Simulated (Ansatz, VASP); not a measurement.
# BaZrO3 in VASP and in Ansatz

The input INCAR:

```
  ALGO = Normal
  EDIFF = 1E-7
  ENCUT = 520
  GGA = PE
  ISIF = 2
  ISMEAR = -1
  LASPH = T
  LCHARG = F
  LREAL = F
  LWAVE = F
  NBANDS = 28
  NELM = 60
  PREC = Accurate
  SIGMA = 0.02
```

KPOINTS

```
k-points
0
Gamma
  6 6 6
```

Contents of POSCAR:

```
BaZrO3
1.0
    4.2961235000      0.0000000000      0.0000000000
    0.0000000000      4.2961235000      0.0000000000
    0.0000000000      0.0000000000      4.1913400000
Ba Zr O
1 1 3
Direct
    0.0000000000      0.0000000000      0.0000000000
    0.5000000000      0.5000000000      0.5000000000
    0.0000000000      0.5000000000      0.5000000000
    0.5000000000      0.0000000000      0.5000000000
    0.5000000000      0.5000000000      0.0000000000
```

Input for Ansatz:

```yaml
crystal:
  lattice:
    - [4.2961235, 0.0, 0.0]
    - [0.0, 4.2961235, 0.0]
    - [0.0, 0.0, 4.19134]
  atoms:
    - { symbol: Ba, position: [0.0, 0.0, 0.0] }
    - { symbol: Zr, position: [0.5, 0.5, 0.5] }
    - { symbol: O, position: [0.0, 0.5, 0.5] }
    - { symbol: O, position: [0.5, 0.0, 0.5] }
    - { symbol: O, position: [0.5, 0.5, 0.0] }
basis:
  ecutwfc: 520.0
kpoints:
  mp_grid:
    grid: [6, 6, 6]
hamiltonian:
  xc: pbe
  pseudopotentials:
    kind: paw
scf:
  occupations:
    method: fermi_dirac
    width: 0.02
output:
  stress: true
```

Alike in both runs: task single point; functional PBE; k mesh 6 × 6 × 6; occupations fermi-dirac, width 0.02 eV; no spin polarisation.

|  | VASP | Ansatz |
| --- | --- | --- |
| version | VASP 6.6.1 | Ansatz 0.2.0 |
| potentials or method | VASP PAW PBE potentials, release 64 (Ba_sv, Zr_sv, O), cutoff 520 eV | plane waves, PAW |
| valence electrons in the cell | 40 | 40 |

Ansatz gave:

* pressure (GPa): -3.2
* traceless stress, the component that is largest in VASP (GPa): 3.27

Question: What did VASP give for the same quantities?

Answer: Pressure (GPa): -2.4; traceless stress, the component that is largest in VASP (GPa): 3.34.

Neither program's run includes spin-orbit coupling.
